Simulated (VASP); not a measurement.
## RuCl2: relaxation of cell and atoms with PBE

RuCl2:

```
Ru Cl
1.0
     3.52634    0.00000    0.00000
    -1.76317    3.05390    0.00000
     0.00000    0.00000    5.68871
Ru Cl
1 2
Cartesian
  0.0000 0.0000 0.0000
  0.0000 2.0359 1.4336
  1.7632 1.0180 4.2552
```

```
Program                : VASP 6.6.1
Task                   : relaxation of cell and atoms
Functional             : PBE
Potentials or basis    : VASP PAW PBE potentials, release 64 (Ru_pv, Cl)
Cutoff                 : 600 eV
k mesh                 : 12 × 12 × 6
Occupations            : gaussian, width 0.05 eV
Spin                   : no spin polarisation
Dipole correction      : no
Further INCAR settings : ALGO = Normal; EDIFF = 1e-07; IBRION = 2; EDIFFG = -0.01; NSW = 80; ISIF = 3
```

```
Relaxed volume                        : 23.38 Å³/atom
Relaxed cell                          : a = 3.598 Å, b = 3.598 Å, c = 6.258 Å, α = 90.00°, β = 90.00°, γ = 120.00°
Space group after relaxing (to 0.1 Å) : P-3m1 (No. 164)
Energy gained by relaxing             : 109.7 meV/atom
Ionic steps                           : 14
Pressure after relaxing               : 0.0 GPa
Largest force after relaxing          : 0.008 eV/Å
Band gap on the k mesh                : 1.07 eV (least direct gap 1.09 eV)
```

Forces in eV/Å, atoms in the order of the input:
```
Ru   0.000  0.000  0.000
Cl   0.000  0.000  0.008
Cl   0.000  0.000 -0.008
```

The path:
```
step  energy change (eV)  largest force (eV/Å)  pressure (GPa)  volume (Å³)
   1              0.0000                1.5094           -4.74        61.26
   2             -0.1723                0.1638            5.76        56.03
   3             -0.1822                0.4653            3.35        56.96
   4             -0.2696                0.2800            1.51        58.74
   5             -0.2887                0.1025            0.15        60.19
   6             -0.2890                0.1223            0.28        60.04
   7             -0.2943                0.1106            0.25        60.44
   8             -0.3071                0.0779            0.22        61.66
   9             -0.3220                0.0175            0.34        64.06
  10             -0.3257                0.1257            1.14        68.78
  11             -0.3289                0.0228            0.00        70.29
  12             -0.3290                0.0152            0.05        70.21
  13             -0.3291                0.0093            0.04        70.20
  14             -0.3292                0.0082            0.02        70.14
```

Final structure:
```cif
data_structure
_symmetry_space_group_name_H-M 'P 1'
_symmetry_Int_Tables_number 1
_cell_length_a 3.5976
_cell_length_b 3.5976
_cell_length_c 6.2579
_cell_angle_alpha 90.000
_cell_angle_beta 90.000
_cell_angle_gamma 120.000
_cell_volume 70.14
loop_
_atom_site_label
_atom_site_type_symbol
_atom_site_fract_x
_atom_site_fract_y
_atom_site_fract_z
_atom_site_occupancy
Ru1 Ru 0.00000 0.00000 0.00000 1
Cl1 Cl 0.33333 0.66667 0.19530 1
Cl2 Cl 0.66667 0.33333 0.80470 1
```

Levels at points of the mesh, in eV from the valence-band top:
```
           k point  band 10  band 11  band 12  band 13  band 14  band 15  band 16  band 17  band 18
(0.00, 0.00, 0.00)    -3.50    -3.41    -1.26    -1.26    -0.16     1.81     1.81     3.63     5.05
(0.50, 0.00, 0.00)    -4.60    -4.28    -1.15    -0.46    -0.34     1.84     1.85     5.93     6.05
(0.00, 0.00, 0.50)    -3.52    -3.52    -1.27    -1.27    -0.10     1.85     1.85     5.00     5.32
(0.50, 0.00, 0.50)    -4.57    -4.04    -1.18    -0.46    -0.33     1.79     1.87     5.50     5.68
```

Run time: 29 min on 1 thread of Intel Xeon 8259CL (shared host), peak memory 0.29 GiB.

Caveat: this functional lacks dispersion, which binds layers or chains, so the pressure and a relaxed spacing across them are unreliable. A k mesh can miss the band edges.
